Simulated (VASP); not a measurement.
# Co (P-3m1) in VASP: notebook

Runs on Co. Level: PBEsol. Tasks: single point.

Everything below comes from runs of VASP 6.6.1. Logs are shortened: lines on timing, memory, paths and dates and some standing lists are left out, and cuts for length are marked.

### Step 1. The cell of the first run

Symmetry: P-3m1, No. 164, trigonal system. Conventional cell: a = 2.487 Å, b = 2.487 Å, c = 4.063 Å, α = 90.00°, β = 90.00°, γ = 120.00°. Co (site symmetry 3m) has 12 Co at 2.42 to 2.55 Å within 3.2 Å.

### Step 2. Single point, PBEsol, collinear spin, zero start

INCAR reads:

```
SYSTEM = Co
PREC     = Accurate       ! precision mode
ENCUT    = 520            ! plane-wave cutoff, eV
EDIFF    = 1E-7           ! SCF threshold, eV
ISMEAR   = -1             ! smearing method
SIGMA    = 0.05           ! smearing width, eV
LREAL    = .False.        ! projectors in reciprocal space
LASPH    = .True.         ! aspherical terms in the spheres
NELM     = 150            ! most SCF steps
ALGO     = Normal         ! electronic algorithm
ISIF     = 2              ! what is computed and relaxed
LWAVE    = .False.        ! write WAVECAR
LCHARG   = .False.        ! write CHGCAR
ISPIN    = 2              ! spin polarisation
MAGMOM   = 0 0            ! initial moments
LORBIT   = 11             ! projections on sites
NUPDOWN  = 0.0            ! fixed moment
LMAXMIX  = 4              ! l up to which the mixer works
GGA      = PS             ! functional
NBANDS   = 20             ! bands
```

KPOINTS reads:

```
Automatic mesh
0
Gamma
  10 10 6
  0 0 0
```

POSCAR reads:

```
Co
1.0
    2.4873648738      0.0000000000      0.0000000000
   -1.2436824369      2.1541211692      0.0000000000
    0.0000000000      0.0000000000      4.0632895034
Co
2
Direct
    0.3333333333      0.6666666667      0.7401390000
    0.6666666667      0.3333333333      0.2598610000
```

Potentials or basis: VASP PAW PBE potentials, release 64 (Co).

Run with:

```
> cat potpaw_PBE.64/Co/POTCAR > POTCAR
> mpirun -np 1 vasp_std > vasp.out
```

OUTCAR:

```text
SYSTEM = Co
   PREC = Accurate
   ENCUT = 520
   EDIFF = 1E-7
   ISMEAR = -1
   LREAL = .False.
   LASPH = .True.
   NELM = 150
   ISIF = 2
   ISPIN = 2
   LORBIT = 11
   NUPDOWN = 0.0
   GGA = PS

 ion  position               nearest neighbor table
   1  0.333  0.667  0.740-   2 2.42   2 2.42   2 2.42   2 2.55   2 2.55   2 2.55
   2  0.667  0.333  0.260-   1 2.42   1 2.42   1 2.42   1 2.55   1 2.55   1 2.55

  LATTYP: Found a hexagonal cell.
 ALAT       =     2.4873648738
 C/A-ratio  =     1.6335719565

  Lattice vectors:

 A1 = (   2.4873648738,   0.0000000000,   0.0000000000)
 A2 = (  -1.2436824369,   2.1541211692,   0.0000000000)
 A3 = (   0.0000000000,   0.0000000000,   4.0632895034)

Analysis of symmetry for initial positions (statically):
=====================================================================
 Subroutine PRICEL returns:
 Original cell was already a primitive cell.

 Routine SETGRP: Setting up the symmetry group for a
 hexagonal supercell.

 Subroutine GETGRP returns: Found 12 space group operations
 (whereof 12 operations were pure point group operations)
 out of a pool of 24 trial point group operations.

The static configuration has the point symmetry D_3d.

Analysis of symmetry for dynamics (positions and initial velocities):
=====================================================================
 Subroutine PRICEL returns:
 Original cell was already a primitive cell.

 Routine SETGRP: Setting up the symmetry group for a
 hexagonal supercell.

 Subroutine GETGRP returns: Found 12 space group operations
 (whereof 12 operations were pure point group operations)
 out of a pool of 24 trial point group operations.

The dynamic configuration has the point symmetry D_3d.

Analysis of structural, dynamic, and magnetic symmetry:
=====================================================================
 Subroutine PRICEL returns:
 Original cell was already a primitive cell.

 Routine SETGRP: Setting up the symmetry group for a
 hexagonal supercell.

 Subroutine GETGRP returns: Found 12 space group operations
 (whereof 12 operations were pure point group operations)
 out of a pool of 24 trial point group operations.

The overall configuration has the point symmetry D_3d.

 Subroutine INISYM returns: Found 12 space group operations
 (whereof 12 operations are pure point group operations),
 and found     1 'primitive' translations

----------------------------------------------------------------------------------------

                                     Primitive cell

  volume of cell :      21.7715

  direct lattice vectors                    reciprocal lattice vectors
     2.487364874  0.000000000  0.000000000     0.402031889  0.232113220  0.000000000
    -1.243682437  2.154121169  0.000000000     0.000000000  0.464226439  0.000000000
     0.000000000  0.000000000  4.063289503     0.000000000  0.000000000  0.246106018

  length of vectors
     2.487364874  2.487364874  4.063289503     0.464226439  0.464226439  0.246106018

  position of ions in fractional coordinates (direct lattice)
     0.333333333  0.666666667  0.740139000
     0.666666667  0.333333333  0.259861000

  ion indices of the primitive-cell ions
   primitive index   ion index
                 1           1
                 2           2

----------------------------------------------------------------------------------------

 KPOINTS: Automatic mesh

Automatic generation of k-mesh.
 Grid dimensions read from file:
 generate k-points for:   10   10    6

 Generating k-lattice:

  Cartesian coordinates                     Fractional coordinates (reciprocal lattice)
     0.040203189  0.023211322  0.000000000     0.100000000  0.000000000  0.000000000
     0.000000000  0.046422644  0.000000000     0.000000000  0.100000000  0.000000000
     0.000000000  0.000000000  0.041017670     0.000000000  0.000000000  0.166666667

  Length of vectors
     0.046422644  0.046422644  0.041017670

  Shift w.r.t. Gamma in fractional coordinates (k-lattice)
     0.000000000  0.000000000  0.000000000

 Subroutine IBZKPT returns following result:
 ===========================================

 Found     72 irreducible k-points:

 Following reciprocal coordinates:
            Coordinates               Weight
  0.000000  0.000000  0.000000      1.000000
  0.100000 -0.000000  0.000000      6.000000
  0.200000 -0.000000  0.000000      6.000000
  0.300000 -0.000000  0.000000      6.000000
  0.400000 -0.000000  0.000000      6.000000
  0.500000 -0.000000  0.000000      3.000000
[... 16 lines left out ...]
  0.000000  0.400000  0.166667      6.000000
  0.500000 -0.000000  0.166667      6.000000
 [... further k-points ...]
   k-points           NKPTS =     72   k-points in BZ     NKDIM =     72   number of bands    NBANDS=     20
   number of dos      NEDOS =    301   number of ions     NIONS =      2
   total plane-waves  NPLWV =   9720
   dimension x,y,z NGX =    18 NGY =   18 NGZ =   30
   dimension x,y,z NGXF=    36 NGYF=   36 NGZF=   60
   ions per type =               2
   NGX,Y,Z   is equivalent  to a cutoff of  12.03, 12.03, 12.27 a.u.
   NGXF,Y,Z  is equivalent  to a cutoff of  24.06, 24.06, 24.55 a.u.
 SYSTEM =  Co
   PREC   = accura    normal or accurate (medium, high low for compatibility)
   ISTART =      0    job   : 0-new  1-cont  2-samecut
   ICHARG =      2    charge: 1-file 2-atom 10-const
   ISPIN  =      2    spin polarized calculation?
   LNONCOLLINEAR =      F non collinear calculations
   LSORBIT =      F    spin-orbit coupling
   LASPH  =      T    aspherical Exc in radial PAW
   ENCUT  =  520.0 eV  38.22 Ry    6.18 a.u.   4.62  4.62  7.56*2*pi/ulx,y,z
   NELM   =    150;   NELMIN=  2; NELMDL= -5     # of ELM steps
   EDIFF  = 0.1E-06   stopping-criterion for ELM
   LREAL  =      F    real-space projection
   EDIFFG = 0.1E-05   stopping-criterion for IOM
   NSW    =      0    number of steps for IOM
   IBRION =     -1    ionic relax: 0-MD 1-quasi-New 2-CG
   NFREE  =      0    steps in history (QN), initial steepest desc. (CG)
   ISIF   =      2    stress and relaxation
   ISYM   =      2    0-nonsym 1-usesym 2-fastsym
   POTIM  = 0.5000    time-step for ionic-motion
   TEBEG  =    0.0;   TEEND  =   0.0 temperature during run
   PSTRESS=    0.0 pullay stress
   NELECT =      18.0000    total number of electrons
   NUPDOWN=       0.0000    fix difference up-down
   EMIN   =  10.00;   EMAX   =-10.00  energy-range for DOS
   EFERMI =   0.00;   METHOD = LEGACY
   ISMEAR =    -1;   SIGMA  =   0.05  broadening in eV -4-tet -1-fermi 0-gaus
   EFERMI_NEDOS =   21; number of points for ismear=-14 and -15
   IALGO  =     38    algorithm
   IMIX   =      4    mixing-type and parameters
     AMIX     =   0.40;   BMIX     =  1.00
     AMIX_MAG =   1.60;   BMIX_MAG =  1.00
  volume/ion in A,a.u.               =      10.89        73.46
  Fermi-wavevector in a.u.,A,eV,Ry     =   1.536514  2.903591 32.121660  2.360875
  Thomas-Fermi vector in A             =   2.643152
   LORBIT       =     11    0 simple, 1 ext, 2 COOP (PROOUT), +10 PAW based schemes
   GGA     = PS    functional components
   LHFCALC =     F    Hartree Fock is set to
   AEXX    =    0.0000 exact exchange contribution
   IVDW    =     0    specifies the selected vdW correction
   LEPSILON=     F    determine dielectric tensor
   LRPA    =     F    only Hartree local field effects (RPA)
 spin polarized calculation
  energy-cutoff  :      520.00
  volume of cell :       21.77
 maximum number of plane-waves:       600
   NGX =  9   NGY =  9   NGZ = 15

 number of electron      17.9999996 magnetization      -0.0000000

 number of electron      17.9999996 magnetization       0.0000000

 Free energy of the ion-electron system (eV)
  ---------------------------------------------------
  ext. energy  EPLUGINS =         0.00000000
  ---------------------------------------------------
  free energy    TOTEN  =       -14.98097867 eV

  energy without entropy =      -14.93045421  energy(sigma->0) =      -14.95571644

 E-fermi :   9.9355     XC(G=0): -13.5735

 val. band max:        9.9353055607   @ k =   0.0000   0.4000   0.1667
 cond. band min:       9.9374564584   @ k =   0.1000  -0.0000   0.3333
 fundamental gap:      0.0021508978
 Fermi energy:         9.9355329695

 spin component 1

 k-point     1 :       0.0000    0.0000    0.0000
  band No.  band energies     occupation
      1       1.0871      1.00000
      2       5.2901      1.00000
      3       8.0776      1.00000
      4       8.1528      1.00000
      5       8.1528      1.00000
      6       8.4482      1.00000
[... 12 lines left out ...]
     19      36.1339      0.00000
     20      36.1339      0.00000

 k-point     2 :       0.1000   -0.0000    0.0000
  band No.  band energies     occupation
      1       1.4384      1.00000
      2       5.5137      1.00000
      3       7.8185      1.00000
      4       8.3116      1.00000
      5       8.3219      1.00000
      6       8.3768      1.00000
[... 498 lines left out ...]
 k-point    24 :       0.5000   -0.0000    0.1667
  band No.  band energies     occupation
      1       5.4580      1.00000
      2       5.8371      1.00000
      3       6.4993      1.00000
      4       7.1764      1.00000
      5       8.1467      1.00000
      6       8.5145      1.00000
[... 12 lines left out ...]
     19      32.4703      0.00000
     20      33.2278      0.00000

 [... further k-points ...]

 spin component 2

 k-point     1 :       0.0000    0.0000    0.0000
  band No.  band energies     occupation
      1       1.0871      1.00000
      2       5.2901      1.00000
      3       8.0776      1.00000
      4       8.1528      1.00000
      5       8.1528      1.00000
      6       8.4482      1.00000
[... 12 lines left out ...]
     19      36.1339      0.00000
     20      36.1339      0.00000

 k-point     2 :       0.1000   -0.0000    0.0000
  band No.  band energies     occupation
      1       1.4384      1.00000
      2       5.5137      1.00000
      3       7.8185      1.00000
      4       8.3116      1.00000
      5       8.3219      1.00000
      6       8.3768      1.00000
[... 498 lines left out ...]
 k-point    24 :       0.5000   -0.0000    0.1667
  band No.  band energies     occupation
      1       5.4580      1.00000
      2       5.8371      1.00000
      3       6.4993      1.00000
      4       7.1764      1.00000
      5       8.1467      1.00000
      6       8.5145      1.00000
[... 12 lines left out ...]
     19      32.4703      0.00000
     20      33.2278      0.00000

 [... further k-points ...]
[... 5 lines left out ...]
  --------------------------------------------------------------------------------------
  -------------------------------------------------------------------------------------
  Total       -2.8222817     -2.8222817     -3.0593906      0.0000000     -0.0000000      0.0000000
  in kB     -207.6938096   -207.6938096   -225.1428306      0.0000000     -0.0000000      0.0000000
  external PRESSURE =    -213.5101499 kB  Pullay stress =       0.0000000 kB

 VOLUME and BASIS-vectors are now :
 -----------------------------------------------------------------------------
  energy-cutoff  :      520.00
  volume of cell :       21.77
      direct lattice vectors                 reciprocal lattice vectors
     2.487364874  0.000000000  0.000000000     0.402031889  0.232113220  0.000000000
    -1.243682437  2.154121169  0.000000000     0.000000000  0.464226439  0.000000000
     0.000000000  0.000000000  4.063289503     0.000000000  0.000000000  0.246106018

 POSITION                                       TOTAL-FORCE (eV/Angst)
 -----------------------------------------------------------------------------------
     -0.00000      1.43608      3.00740        -0.000000     -0.000000      0.508515
      1.24368      0.71804      1.05589         0.000000      0.000000     -0.508515
 -----------------------------------------------------------------------------------
    total drift:                                0.000000     -0.000000     -0.000000

  FREE ENERGIE OF THE ION-ELECTRON SYSTEM (eV)
  ---------------------------------------------------
  free  energy   TOTEN  =       -14.9809786702 eV

  energy  without entropy=      -14.9304542080  energy(sigma->0) =      -14.95571644

 total charge

# of ion       s       p       d       tot
------------------------------------------
    1        0.482   0.517   7.270   8.269
    2        0.482   0.517   7.270   8.269
--------------------------------------------------
tot          0.964   1.034  14.540  16.538

 magnetization (x)

# of ion       s       p       d       tot
------------------------------------------
    1       -0.000  -0.000   0.000   0.000
    2       -0.000  -0.000   0.000   0.000
--------------------------------------------------
tot         -0.000  -0.000   0.000   0.000
```

Wall time 82 s (1 thread of Intel Xeon 8259CL, shared host); peak memory 0.16 GiB.

What came out:

- Free energy: -14.9810 eV
- Pressure: -21.4 GPa
- Largest force: 0.509 eV/Å
- Net moment: 0.00 μB per cell
- Valence electrons inside the program's atomic spheres: Co 8.27

Forces on the atoms (eV/Å):
```
Co   0.000  0.000  0.509
Co   0.000  0.000 -0.509
```

Caveat: the cell stands under tension; the PAW data sets were made with another functional, which shifts forces and pressure a little; the total moment is fixed, so each spin has its own Fermi level.

### Step 3. Single point, PBEsol, collinear spin, ferromagnetic start

INCAR reads:

```
PREC     = Accurate       # precision mode
ENCUT    = 520            # plane-wave cutoff, eV
EDIFF    = 1E-6           # SCF threshold, eV
ISMEAR   = -1             # smearing method
SIGMA    = 0.05           # smearing width, eV
LREAL    = F              # projectors in reciprocal space
LASPH    = T              # aspherical terms in the spheres
NELM     = 150            # most SCF steps
ALGO     = Normal         # electronic algorithm
ISIF     = 2              # what is computed and relaxed
LWAVE    = F              # write WAVECAR
LCHARG   = F              # write CHGCAR
ISPIN    = 2              # spin polarisation
MAGMOM   = 0.5 0.5        # initial moments
LORBIT   = 11             # projections on sites
NUPDOWN  = 1.0            # fixed moment
LMAXMIX  = 4              # l up to which the mixer works
GGA      = PS             # functional
NBANDS   = 20             # bands
```

KPOINTS reads:

```
regular mesh
0
Gamma
  10 10 6
```

POSCAR is that of step 2.

Potentials or basis: VASP PAW PBE potentials, release 64 (Co).

Run with:

```
> cat potpaw_PBE.64/Co/POTCAR > POTCAR
> mpirun -np 1 vasp_std > vasp.out
```

Wall time 66 s (1 thread of Intel Xeon 8259CL, shared host); peak memory 0.17 GiB.

The run converged. Its results:

```
Free energy                                           : -15.0426 eV
Pressure                                              : -20.5 GPa
Largest force                                         : 0.524 eV/Å
Net moment                                            : 1.00 μB per cell
Site moments                                          : Co +0.51 μB
Valence electrons inside the program's atomic spheres : Co 8.27
```

Forces in eV/Å, atoms in the order of the input:
```
Co   0.000  0.000  0.524
Co   0.000  0.000 -0.524
```

Stress tensor (GPa, compression positive):
```
-19.71   0.00   0.00
  0.00 -19.71   0.00
  0.00   0.00 -22.13
```

Caveat: the cell stands under tension; the PAW data sets were made with another functional, which shifts forces and pressure a little; the total moment is fixed, so each spin has its own Fermi level and the state may be an excited one.

### Step 4. Single point, PBEsol, collinear spin, ferromagnetic start

INCAR reads:

```
SYSTEM = Co
PREC     = Accurate       ! precision mode
ENCUT    = 520            ! plane-wave cutoff, eV
EDIFF    = 1E-7           ! SCF threshold, eV
ISMEAR   = -1             ! smearing method
SIGMA    = 0.05           ! smearing width, eV
LREAL    = .False.        ! projectors in reciprocal space
LASPH    = .True.         ! aspherical terms in the spheres
NELM     = 150            ! most SCF steps
ALGO     = Normal         ! electronic algorithm
ISIF     = 2              ! what is computed and relaxed
LWAVE    = .False.        ! write WAVECAR
LCHARG   = .False.        ! write CHGCAR
ISPIN    = 2              ! spin polarisation
MAGMOM   = 1 1            ! initial moments
LORBIT   = 11             ! projections on sites
NUPDOWN  = 2.0            ! fixed moment
LMAXMIX  = 4              ! l up to which the mixer works
GGA      = PS             ! functional
NBANDS   = 20             ! bands
```

KPOINTS reads:

```
Automatic mesh
0
Gamma
  10 10 6
  0 0 0
```

POSCAR is that of step 3.

Run with:

```
> cat potpaw_PBE.64/Co/POTCAR > POTCAR
> mpirun -np 1 vasp_std > vasp.out
```

Wall time 97 s (1 thread of Intel Xeon 8259CL, shared host); peak memory 0.17 GiB.

The run converged. Its results:

```
Free energy                                           : -15.1920 eV
Pressure                                              : -17.2 GPa
Largest force                                         : 0.534 eV/Å
Net moment                                            : 2.00 μB per cell
Site moments                                          : Co +1.02 μB
Valence electrons inside the program's atomic spheres : Co 8.27
```

Forces on the atoms (eV/Å):
```
Co   0.000  0.000  0.534
Co   0.000  0.000 -0.534
```

Stress tensor (GPa, compression positive):
```
-16.08   0.00   0.00
  0.00 -16.08   0.00
  0.00   0.00 -19.53
```

Caveat: the cell stands under tension; the PAW data sets were made with another functional, which shifts forces and pressure a little; the total moment is fixed, so each spin has its own Fermi level and the state may be an excited one.

(Continued in part 2 of 2.)
